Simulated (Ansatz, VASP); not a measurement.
## KB5F: VASP beside Ansatz

```
K B F
1.0
     3.10341    0.00000    0.00000
     0.00000    3.10341    0.00000
     0.00000    0.00000    8.47742
K B F
1 5 1
Direct
  0.00000 0.00000 0.00000
  0.50000 0.50000 0.00000
  0.00000 0.50000 0.28011
  0.00000 0.50000 0.71989
  0.50000 0.00000 0.71989
  0.50000 0.00000 0.28011
  0.50000 0.50000 0.50000
```

Change from the starting cell: species swapped into the MgPPt5 type (P4/mmm, No. 123).

Alike in both runs: task single point; functional PBE; k mesh 6 × 6 × 2; occupations gaussian, width 0.1 eV; collinear spin.

```csv
,VASP,Ansatz
version,VASP 6.6.1,Ansatz 0.2.0
potentials or method,"VASP PAW PBE potentials, release 64 (K_sv, B, F), cutoff 520 eV","scalar-relativistic, plane waves, PAW"
valence electrons in the cell,31,31
```

|  | VASP | Ansatz | Ansatz less VASP |
| --- | --- | --- | --- |
| gap on the k mesh at the Fermi level (eV) | none | none | - |
| pressure (GPa) | 0.4 | 0.0 | -0.34 |
| traceless stress, the component that is largest in VASP (GPa) | 0.03 | 0.13 | +0.099 |
| rms of the force components (eV/Å) | 0.006 | 0.002 | -0.0038 |
| net moment per atom (μB) | 0.00 | 0.00 | 0.000 |

Atom by atom the forces differ by 0.008 eV/Å (rms over components). A gap of «none» marks a metal or a gap that the smearing closes. Ansatz's warnings: seeded moment not kept.

The k mesh is coarse, so the values compare programs but aren't converged.
